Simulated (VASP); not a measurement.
# WC (P1) in VASP: a series of runs, part 2 of 2

VASP 6.6.1. Earlier steps stand in the parts before.

**3. Single point, PBE**

INCAR reads:

```
ALGO = Normal ; EDIFF = 1E-6
ENCUT = 520 ; GGA = PE
ISIF = 2 ; ISMEAR = -1
LASPH = True ; LCHARG = False
LREAL = Auto ; LWAVE = False
NBANDS = 86 ; NELM = 80
PREC = Accurate ; SIGMA = 0.17
```

KPOINTS reads:

```
k-points
0
Gamma
  2 2 2
```

POSCAR reads:

```
WC
1.0
   -2.9751040000     -5.1530310000      0.0000000000
    4.4626550000     -2.5765150000      0.0000000000
    0.0000000000      0.0000000000      5.8300500000
W C
8 8
Direct
    0.7478507604      0.5112727263      0.0042195178
    0.7446461980      0.5022346299      0.4886922068
    0.4726884297     -0.0018156819     -0.0102572019
    0.4719226853     -0.0146058638      0.5047641101
    0.2445393951      0.4792057940     -0.0143394997
    0.2471112390      0.4863655460      0.4866339054
   -0.0125907227     -0.0086627152     -0.0180101371
   -0.0262656835      0.0422073542      0.4614197134
    0.4628948736      0.6696597407      0.2526050377
    0.4936313096      0.6476199670      0.7501136354
    0.2039352800      0.1707792037      0.2617816314
    0.2339623858      0.1888925829      0.7705937342
    0.0030421257      0.6912142301      0.2567902505
   -0.0097789265      0.6752497508      0.7471977084
    0.7324230879      0.1474088538      0.2117477552
    0.7196939181      0.1514040979      0.7315374654
```

Potentials or basis: VASP PAW PBE potentials, release 64 (W_sv, C).

The run is started by

```
$ cat potpaw_PBE.64/W_sv/POTCAR potpaw_PBE.64/C/POTCAR > POTCAR
$ mpirun -np 1 vasp_std > vasp.out
```

OUTCAR:

```text
EDIFF = 1E-6
   ENCUT = 520
   GGA = PE
   ISIF = 2
   ISMEAR = -1
   LASPH = True
   LREAL = Auto
   NELM = 80
   PREC = Accurate

 ion  position               nearest neighbor table
   1  0.748  0.511  0.004-  10 2.23  15 2.23  14 2.24  13 2.31   9 2.37  16 2.45   2 2.82   7 2.86
                             5 2.96   3 3.00   5 3.00   2 3.01   7 3.04   3 3.11
   2  0.745  0.502  0.489-  10 2.26  13 2.27  14 2.28  16 2.30   9 2.33  15 2.44   8 2.74   1 2.82
                             6 2.96   4 2.97   6 2.99   1 3.01   8 3.10   4 3.12
   3  0.473  0.998  0.990-  12 2.15  15 2.16  16 2.25   9 2.28  10 2.29  11 2.42   5 2.83   4 2.83
                             7 2.89   1 3.00   5 3.00   4 3.00   7 3.06   1 3.11
[... 927 lines left out ...]
  external PRESSURE =    -102.7483290 kB  Pullay stress =       0.0000000 kB

 VOLUME and BASIS-vectors are now :
 -----------------------------------------------------------------------------
  energy-cutoff  :      520.00
  volume of cell :      178.76
      direct lattice vectors                 reciprocal lattice vectors
    -2.975104000 -5.153031000  0.000000000    -0.084030678 -0.145545407  0.000000000
     4.462655000 -2.576515000  0.000000000     0.168061388 -0.097030293  0.000000000
     0.000000000  0.000000000  5.830050000     0.000000000  0.000000000  0.171525116

 POSITION                                       TOTAL-FORCE (eV/Angst)
 -----------------------------------------------------------------------------------
      0.05670     -5.17100      0.02460        -0.642751      1.710962     -1.826276
      0.02590     -5.13120      2.84910         1.145696      0.318654      0.741342
      3.04826     -5.00761      5.77025        -1.366416     -0.859866      0.568330
      2.99346     -4.97071      2.94280         0.671305     -1.102930     -1.521560
      1.41100     -2.49480      5.74645         4.339836     -1.414152      2.094418
      1.43530     -2.52650      2.83710         2.671055     -0.109050      1.620181
[... 8 lines left out ...]
     -1.52120     -4.15400      1.23450         1.495417     -0.038886      1.422519
     -1.46550     -4.09870      4.26490         0.370156     -1.433436      0.612947
 -----------------------------------------------------------------------------------
    total drift:                               -0.006269      0.003841      0.006422

  FREE ENERGIE OF THE ION-ELECTRON SYSTEM (eV)
  ---------------------------------------------------
  free  energy   TOTEN  =      -175.0309731902 eV

  energy  without entropy=     -174.6088929375  energy(sigma->0) =     -174.81993306
```

OSZICAR:

```text
N       E                     dE             d eps       ncg     rms          rms(c)
DAV:   1     0.188990711692E+04    0.18899E+04   -0.78213E+04  1376   0.190E+03
DAV:   2    -0.743444726571E+01   -0.18973E+04   -0.18378E+04  1376   0.604E+02
DAV:   3    -0.190988962640E+03   -0.18355E+03   -0.17379E+03  1648   0.164E+02
DAV:   4    -0.199549064117E+03   -0.85601E+01   -0.83314E+01  1624   0.317E+01
DAV:   5    -0.199835152501E+03   -0.28609E+00   -0.28476E+00  1704   0.539E+00    0.820E+01
DAV:   6    -0.175997379832E+03    0.23838E+02   -0.16358E+02  1714   0.396E+01    0.236E+01
DAV:   7    -0.175304895091E+03    0.69248E+00   -0.12015E+01  1664   0.130E+01    0.132E+01
DAV:   8    -0.175180318684E+03    0.12458E+00   -0.24942E+00  1722   0.835E+00    0.429E+00
DAV:   9    -0.175029888563E+03    0.15043E+00   -0.64327E-01  1704   0.417E+00    0.828E-01
DAV:  10    -0.175031219236E+03   -0.13307E-02   -0.78558E-02  1690   0.124E+00    0.421E-01
DAV:  11    -0.175031043093E+03    0.17614E-03   -0.73304E-03  1760   0.489E-01    0.232E-01
DAV:  12    -0.175030989125E+03    0.53968E-04   -0.20740E-03  1712   0.305E-01    0.870E-02
DAV:  13    -0.175030981809E+03    0.73160E-05   -0.51179E-04  1776   0.158E-01    0.281E-02
DAV:  14    -0.175030979570E+03    0.22395E-05   -0.74546E-05  1728   0.520E-02    0.195E-02
DAV:  15    -0.175030975291E+03    0.42792E-05   -0.17164E-05  1736   0.268E-02    0.112E-02
DAV:  16    -0.175030973399E+03    0.18914E-05   -0.61635E-06  1440   0.134E-02    0.433E-03
DAV:  17    -0.175030973190E+03    0.20915E-06   -0.67916E-07   832   0.592E-03
   1 F= -.17503097E+03 E0= -.17481993E+03  d E =-.422080E+00
```

stdout:

```text
POSCAR found type information on POSCAR W C
 POSCAR found :  2 types and      16 ions
 scaLAPACK will be used
 LDA part: xc-table for (Slater+PW92), standard interpolation
 POSCAR, INCAR and KPOINTS ok, starting setup
 FFT: planning ... GRIDC
 FFT: planning ... GRID_SOFT
 FFT: planning ... GRID
 WAVECAR not read
 entering main loop
```

Run time: 3 min. Hardware: 1 thread of AMD EPYC 9R45 (Zen 5), shared host; peak memory 0.3 GiB.

What came out:

* Free energy: -175.0310 eV
* Pressure: -10.3 GPa
* Largest force: 7.452 eV/Å
* Band gap on the k mesh: zero (band 72 reaches 10.46 eV, above the bottom of band 73 at 10.36 eV)

Forces on the atoms (eV/Å):
```
W   -0.643  1.711 -1.826
W    1.146  0.319  0.741
W   -1.366 -0.860  0.568
W    0.671 -1.103 -1.522
W    4.340 -1.414  2.094
W    2.671 -0.109  1.620
W    1.381  0.144 -0.307
W   -3.637  3.994  5.133
C   -1.330 -1.625 -0.645
C    0.711 -0.253 -0.296
C   -1.578 -3.600 -3.021
C   -2.736  1.643 -3.142
C   -0.750  1.969 -1.005
C   -0.745  0.656 -0.427
C    1.495 -0.039  1.423
C    0.370 -1.433  0.613
```

Stress tensor (GPa, compression positive):
```
 -9.66  -3.17   3.11
 -3.17  -7.16   0.65
  3.11   0.65 -14.00
```

Caveat: the k points lie up to 0.61 Å⁻¹ apart; spin-orbit coupling is left out, which moves the levels of the heavy elements; forces of over 1 eV/Å act on the atoms, so gaps and moduli don't describe the material at rest.

**4. Single point, PBE**

INCAR reads:

```
PREC = Accurate
ENCUT = 520
EDIFF = 1E-6
ISMEAR = -1
SIGMA = 0.17
LREAL = Auto
LASPH = True
NELM = 100
ALGO = Normal
ISIF = 2
LWAVE = False
LCHARG = True
GGA = PE
LELF = True
LVHAR = True
NBANDS = 86
```

KPOINTS reads:

```
regular mesh
0
Gamma
  2 2 2
```

POSCAR reads:

```
WC
1.0
   -2.9751040000     -5.1530310000      0.0000000000
    4.4626550000     -2.5765150000      0.0000000000
    0.0000000000      0.0000000000      5.8300500000
W C
8 8
Direct
    0.7107238388      0.4985098189     -0.0103944220
    0.7339732367      0.5092588857      0.4947813484
    0.4693887058      0.0132836207      0.0113721152
    0.4838747836      0.0174958190      0.5328942290
    0.2130420702      0.5234153918      0.0061062941
    0.2534789950      0.5021957493      0.5148840919
   -0.0461604792      0.0183450824      0.0122125882
   -0.0188596710      0.0169160550      0.5155873449
    0.4944511673      0.6631352066      0.1990548966
    0.4845876342      0.6970286991      0.7488615020
    0.2271015075      0.1987719426      0.2495861957
    0.2288654618      0.1997462387      0.7887067864
   -0.0116874881      0.6647452038      0.2699633794
   -0.0084916117      0.7030650077      0.7416745997
    0.7487003730      0.1855311411      0.2565844204
    0.7054522712      0.1621890722      0.7945386403
```

Potentials or basis: VASP PAW PBE potentials, release 64 (W_sv, C).

The run is started by

```
$ cat potpaw_PBE.64/W_sv/POTCAR potpaw_PBE.64/C/POTCAR > POTCAR
$ mpirun -np 1 vasp_std > vasp.out
```

OUTCAR:

```text
PREC = Accurate
   ENCUT = 520
   EDIFF = 1E-6
   ISMEAR = -1
   LREAL = Auto
   LASPH = True
   NELM = 100
   ISIF = 2
   GGA = PE

 ion  position               nearest neighbor table
   1  0.711  0.499  0.990-   9 1.97  16 2.07  10 2.20  15 2.25  14 2.45  13 2.48   7 2.87   3 2.89
                             2 2.89   2 2.95   5 2.97   5 2.99   3 3.02   7 3.05
   2  0.734  0.509  0.495-  13 2.16  15 2.17  10 2.31  14 2.33   9 2.37  16 2.51   6 2.86   1 2.89
                             8 2.94   4 2.95   1 2.95   8 3.00   4 3.02   6 3.09
   3  0.469  0.013  0.011-  16 2.04   9 2.12  12 2.16  11 2.22  10 2.24  15 2.37   4 2.79   7 2.88
                             1 2.89   5 2.95   1 3.02   5 3.04   4 3.04   7 3.07
   4  0.484  0.017  0.533-  10 2.08  16 2.15  12 2.33  15 2.41  11 2.44   9 2.67   3 2.79   6 2.85
                             2 2.95   8 2.96   6 2.99   8 2.99   2 3.02   3 3.04
   5  0.213  0.523  0.006-  12 2.10   9 2.14  13 2.16  11 2.20  14 2.23  10 2.38   6 2.88   3 2.95
                             1 2.97   6 2.98   7 2.98   1 2.99   7 3.03   3 3.04
   6  0.253  0.502  0.515-  10 2.18  11 2.20  12 2.24  13 2.29  14 2.29   9 2.48   4 2.85   2 2.86
                             5 2.88   5 2.98   8 2.98   4 2.99   2 3.09   8 3.11
[... 219 lines left out ...]
      2     -64.0824      2.00000
      3     -64.0539      2.00000
      4     -64.0118      2.00000
      5     -63.9347      2.00000
      6     -63.9103      2.00000
[... 685 lines left out ...]
     83      13.5953      0.00000
     84      13.7911      0.00000
 [bands above 84 left out]

------------------------ aborting loop because EDIFF is reached ----------------------------------------

  FORCE on cell =-STRESS in cart. coord.  units (eV):
  Direction    XX          YY          ZZ          XY          YZ          ZX
  --------------------------------------------------------------------------------------
  -------------------------------------------------------------------------------------
  Total       -6.3102301    -11.4561686    -13.4911114     -1.7660423      1.4131475      1.9959200
  in kB      -56.5573027   -102.6792978   -120.9180749    -15.8286761     12.6657527     17.8890232
  external PRESSURE =     -93.3848918 kB  Pullay stress =       0.0000000 kB

 VOLUME and BASIS-vectors are now :
 -----------------------------------------------------------------------------
  energy-cutoff  :      520.00
  volume of cell :      178.76
      direct lattice vectors                 reciprocal lattice vectors
    -2.975104000 -5.153031000  0.000000000    -0.084030678 -0.145545407  0.000000000
     4.462655000 -2.576515000  0.000000000     0.168061388 -0.097030293  0.000000000
     0.000000000  0.000000000  5.830050000     0.000000000  0.000000000  0.171525116

 POSITION                                       TOTAL-FORCE (eV/Angst)
 -----------------------------------------------------------------------------------
      0.11020     -4.94680      5.76945        -0.154626     -4.099732      0.715494
      0.08900     -5.09430      2.88460         0.941047     -0.543748      0.957284
     -1.33720     -2.45300      0.06630        -0.041033      0.584837      1.721512
     -1.36150     -2.53850      3.10680         0.528390      0.212951     -3.325391
      1.70200     -2.44640      0.03560        -0.482015     -0.735459      0.465857
      1.48700     -2.60010      3.00180         2.848547      1.255754     -1.252561
[... 8 lines left out ...]
     -1.39950     -4.33610      1.49590         0.611689      2.078434      1.136228
     -1.37500     -4.05310      4.63220         0.125212     -1.736664     -3.546479
 -----------------------------------------------------------------------------------
    total drift:                               -0.015140     -0.003252     -0.016158

  FREE ENERGIE OF THE ION-ELECTRON SYSTEM (eV)
  ---------------------------------------------------
  free  energy   TOTEN  =      -175.0277662136 eV

  energy  without entropy=     -174.6073747977  energy(sigma->0) =     -174.81757051
```

It took 3 min on 1 thread of AMD EPYC 9R45 (Zen 5), shared host; peak memory 0.3 GiB.

Results:

```yaml
Free_energy: -175.0278 eV
Pressure: -9.3 GPa
Largest_force: 4.906 eV/Å
Band_gap_on_the_k_mesh: zero (band 72 reaches 10.56 eV, above the bottom of band 73 at 10.55 eV)
```

Forces in eV/Å, atoms in the order of the input:
```
W   -0.155 -4.100  0.715
W    0.941 -0.544  0.957
W   -0.041  0.585  1.722
W    0.528  0.213 -3.325
W   -0.482 -0.735  0.466
W    2.849  1.256 -1.253
W   -2.625 -2.713  0.271
W   -0.163 -0.132 -0.971
C    1.490  1.360  4.472
C   -1.191  1.054  0.130
C   -1.355  0.491  1.243
C   -0.626  1.248 -2.416
C    1.087 -0.052 -0.495
C   -0.995  1.727  0.894
C    0.612  2.078  1.136
C    0.125 -1.737 -3.546
```

Levels at points of the mesh, in eV from the Fermi level:
| k point | band 68 | band 69 | band 70 | band 71 | band 72 | band 73 | band 74 | band 75 | band 76 | band 77 |
| --- | --- | --- | --- | --- | --- | --- | --- | --- | --- | --- |
| (0.00, 0.00, 0.00) | -1.03 | -0.95 | -0.76 | -0.56 | -0.41 | 0.14 | 0.58 | 0.67 | 1.30 | 1.59 |
| (0.50, 0.00, 0.00) | -1.57 | -1.14 | -1.09 | -0.24 | 0.06 | 0.14 | 0.33 | 0.48 | 0.78 | 1.14 |
| (0.00, 0.50, 0.00) | -1.83 | -1.11 | -0.72 | -0.28 | 0.05 | 0.64 | 0.97 | 1.36 | 1.45 | 1.70 |
| (0.50, 0.50, 0.00) | -1.88 | -1.79 | -1.70 | -1.49 | -1.36 | 0.91 | 1.08 | 1.28 | 1.55 | 1.63 |
| (0.00, 0.00, 0.50) | -1.40 | -1.23 | -1.16 | -0.29 | -0.06 | 0.14 | 0.40 | 0.60 | 1.11 | 2.10 |
| (0.50, 0.00, 0.50) | -1.44 | -1.27 | -1.24 | -1.12 | -1.01 | 0.05 | 0.19 | 0.38 | 0.53 | 2.04 |
| (0.00, 0.50, 0.50) | -1.54 | -1.46 | -1.30 | -1.12 | -0.85 | 0.53 | 0.59 | 0.68 | 0.82 | 1.83 |
| (0.50, 0.50, 0.50) | -1.77 | -1.63 | -1.56 | -1.40 | -1.13 | 0.67 | 0.95 | 1.10 | 1.15 | 1.27 |

Caveat: the k points lie up to 0.61 Å⁻¹ apart; spin-orbit coupling is left out, which moves the levels of the heavy elements; forces of over 1 eV/Å act on the atoms, so gaps and moduli don't describe the material at rest.
